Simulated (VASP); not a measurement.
Write the native input for VASP 6.6.1 that does the following.

| Property | Result |
| --- | --- |
| Task | single point |
| Functional | r2SCAN |
| Potentials or basis | VASP PAW PBE potentials, release 64 (C) |
| Cutoff | 520 eV |
| k mesh | 12 × 12 × 12 |
| Occupations | gaussian, width 0.05 eV |
| Spin | no spin polarisation |
| Dipole correction | no |
| Further INCAR settings | ALGO = Normal; EDIFF = 1e-06; NBANDS = 11 |

C:

```
C
1.0
     1.12519    0.64963    3.98675
    -1.12519    0.64963    3.98675
     0.00000   -1.29926    3.98675
C
2
Direct
  0.16400 0.16400 0.16400
  0.83600 0.83600 0.83600
```

This cell differs from its parent crystal: ratio of the length along z to the lengths across it x 1.3, volume and fractional coordinates fixed.

One way to write it, as run:

POSCAR

```
C
1.0
    1.1251918219      0.6496298013      3.9867532204
   -1.1251918219      0.6496298013      3.9867532204
    0.0000000000     -1.2992596025      3.9867532204
C
2
Direct
    0.1640000000      0.1640000000      0.1640000000
    0.8360000000      0.8360000000      0.8360000000
```

INCAR.step1

```
PREC     = Accurate       # precision mode
ENCUT    = 520            # plane-wave cutoff, eV
ISMEAR   = 0              # smearing method
SIGMA    = 0.05           # smearing width, eV
LREAL    = F              # projectors in reciprocal space
LASPH    = T              # aspherical terms in the spheres
NELM     = 80             # most SCF steps
NBANDS   = 11             # bands
GGA      = PE             # functional
ALGO     = Normal         # electronic algorithm
EDIFF    = 1E-4           # SCF threshold, eV
LWAVE    = T              # write WAVECAR
LCHARG   = F              # write CHGCAR
```

INCAR.step2

```
PREC     = Accurate       # precision mode
ENCUT    = 520            # plane-wave cutoff, eV
EDIFF    = 1E-6           # SCF threshold, eV
ISMEAR   = 0              # smearing method
SIGMA    = 0.05           # smearing width, eV
LREAL    = F              # projectors in reciprocal space
LASPH    = T              # aspherical terms in the spheres
NELM     = 80             # most SCF steps
ALGO     = Normal         # electronic algorithm
ISIF     = 2              # what is computed and relaxed
LWAVE    = F              # write WAVECAR
LCHARG   = F              # write CHGCAR
METAGGA  = R2SCAN         # meta-GGA
LMIXTAU  = T            
NBANDS   = 11             # bands
ISTART   = 1
```

KPOINTS

```
regular mesh
0
Gamma
  12 12 12
```

Potentials or basis: VASP PAW PBE potentials, release 64 (C).

The run is started by

```sh
$ cat potpaw_PBE.64/C/POTCAR > POTCAR
$ cp INCAR.step1 INCAR
$ mpirun -np 1 vasp_std > vasp.out
$ cp INCAR.step2 INCAR
$ mpirun -np 1 vasp_std > vasp.out
```

Results of the run:

```json
{"Pressure": "90.9 GPa", "Largest force": "0.908 eV/Å", "Band gap on the k mesh": "0.23 eV, direct"}
```

Caveat: the PAW data sets were made with another functional, which shifts forces and pressure a little.

Wall time 4 min on 1 thread of Intel(R) Xeon(R) Platinum 8175M CPU @ 2.50GHz (Skylake/Cascade Lake), on a shared host, peak memory 0.18 GiB.
